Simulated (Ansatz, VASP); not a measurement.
## Two plane-wave programs on B3N2Cl

INCAR

```
ALGO = Normal
EDIFF = 1E-7
EDIFFG = -0.01
ENCUT = 600
GGA = PE
IBRION = 2
ISIF = 3
ISMEAR = 0
LASPH = T
LCHARG = F
LREAL = F
LWAVE = F
NELM = 60
NSW = 100
PREC = Accurate
SIGMA = 0.1
```

Contents of KPOINTS:

```
k-points
0
Gamma
  14 14 6
```

POSCAR

```
B3N2Cl
1.0
    2.6240369582      0.0000000000      0.0000000000
    0.0000000000      2.6240369582      0.0000000000
    0.0000000000      0.0000000000      6.9012772858
B N Cl
3 2 1
Direct
    0.0000000000      0.0000000000      0.2529321524
    0.0000000000      0.0000000000      0.7470678476
    0.5000000000      0.5000000000      0.0000000000
    0.5000000000      0.0000000000      0.1315774960
    0.0000000000      0.5000000000      0.8684225040
    0.5000000000      0.5000000000      0.5000000000
```

Input for Ansatz:

```yaml
crystal:
  lattice:
    - [2.6240369582, 0.0, 0.0]
    - [0.0, 2.6240369582, 0.0]
    - [0.0, 0.0, 6.9012772858]
  atoms:
    - { symbol: B, position: [0.0, 0.0, 0.2529321524] }
    - { symbol: B, position: [0.0, 0.0, 0.7470678476] }
    - { symbol: B, position: [0.5, 0.5, 0.0] }
    - { symbol: "N", position: [0.5, 0.0, 0.131577496] }
    - { symbol: "N", position: [0.0, 0.5, 0.868422504] }
    - { symbol: Cl, position: [0.5, 0.5, 0.5] }
basis:
  ecutwfc: 420
kpoints:
  mp_grid: { grid: [14, 14, 6] }
hamiltonian:
  xc: pbe
scf:
  occupations: { method: gaussian, width: 0.1 }
output:
  forces: true
  stress: true
  eigenvalues: true
relax:
  adjacent_minimum: "off"
  f_tol: 0.01
  max_steps: 80
  cell: { stress_tol: 0.05 }
```

Change from the starting cell: species swapped into the CsLi2I3 type (P-4m2, No. 115).

Alike in both runs: task relaxation of cell and atoms; functional PBE; k mesh 14 × 14 × 6; occupations gaussian, width 0.1 eV; no spin polarisation.

|  | VASP | Ansatz |
| --- | --- | --- |
| version | VASP 6.6.1 | Ansatz 0.2.0 |
| potentials or method | VASP PAW PBE potentials, release 64 (B, N, Cl), cutoff 600 eV | scalar-relativistic, plane waves, PAW |
| valence electrons in the cell | 26 | 26 |

|  | VASP | Ansatz | Ansatz less VASP |
| --- | --- | --- | --- |
| gap on the k mesh at the Fermi level, each at its own relaxed structure (eV) | none | none | - |
| relaxed volume (Å³/atom) | 7.93 | 7.94 | +0.007 |
| relaxed cell length with the largest relative difference (Å) | 6.870 | 6.873 | +0.0025 |

A gap of «none» marks a metal or a gap that the smearing closes.
